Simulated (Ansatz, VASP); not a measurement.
This is a calculation of As for Ansatz 0.2.0.

The input input.yaml:

```yaml
crystal:
  lattice:
    - [2.7036817444, 0.0, 0.0]
    - [0.0, 2.7036817444, 0.0]
    - [0.0, 0.0, 2.7036817444]
  atoms:
    - { symbol: As, position: [0.5, 0.5, 0.5] }
hamiltonian:
  xc: { exchange: r2scan, correlation: r2scan, exx: { coeff: 0.35 } }
  pseudopotentials: { kind: paw }
kpoints:
  mp_grid: { grid: [6, 6, 6] }
scf:
  occupations: { method: fermi_dirac, width: 0.05 }
output:
  forces: true
  stress: true
  eigenvalues: true
```

Potentials or basis: Ansatz PAW.

Run with:

```console
$ ansatz run input.yaml --threads 2 --pin off --max-ram 5632MiB --backend cpu --events-out ev --progress --plain --runs-dir out
```

Question: Set up the same calculation for VASP 6.6.1. Potentials there: VASP PAW PBE potentials, release 64 (As).

Answer: As run (the cutoff follows the program's own potentials):

The input POSCAR:

```
As
1.0
    2.7036817444      0.0000000000      0.0000000000
    0.0000000000      2.7036817444      0.0000000000
    0.0000000000      0.0000000000      2.7036817444
As
1
Direct
    0.5000000000      0.5000000000      0.5000000000
```

The input INCAR.step1:

```
SYSTEM = As
ALGO = Normal
EDIFF = 1E-5
ENCUT = 520
GGA = PE
ISIF = 2
ISMEAR = -1
LASPH = .True.
LCHARG = .False.
LREAL = .False.
LWAVE = .True.
NBANDS = 8
NELM = 60
PREC = Accurate
SIGMA = 0.05
```

File INCAR.step2:

```
SYSTEM = As
AEXX = 0.35
ALGO = Normal
EDIFF = 1E-6
ENCUT = 520
ISIF = 2
ISMEAR = -1
ISTART = 1
LASPH = .True.
LCHARG = .False.
LHFCALC = .True.
LMIXTAU = .True.
LREAL = .False.
LWAVE = .False.
METAGGA = R2SCAN
NBANDS = 8
NELM = 60
PREC = Accurate
PRECFOCK = Normal
SIGMA = 0.05
```

File KPOINTS:

```
k-points
0
Gamma
  6 6 6
  0 0 0
```

Potentials or basis: VASP PAW PBE potentials, release 64 (As).

Run with:

```sh
$ cat potpaw_PBE.64/As/POTCAR > POTCAR
$ cp INCAR.step1 INCAR
$ mpirun -np 1 vasp_std > vasp.out
$ cp INCAR.step2 INCAR
$ mpirun -np 1 vasp_std > vasp.out
```

Both were run:

|  | VASP | Ansatz | Ansatz less VASP |
| --- | --- | --- | --- |
| gap on the k mesh at the Fermi level (eV) | none | none | - |
| pressure (GPa) | -4.5 | -3.5 | +1.02 |

VASP's potentials were made for PBE, not for r2SCAN-based global hybrid. A gap of «none» marks a metal or a gap that the smearing closes. VASP's potentials hold 5 valence electrons a cell and Ansatz's 15, so a difference there can come from the potentials and not from the codes.

The k mesh is coarse, so the values compare programs but aren't converged.
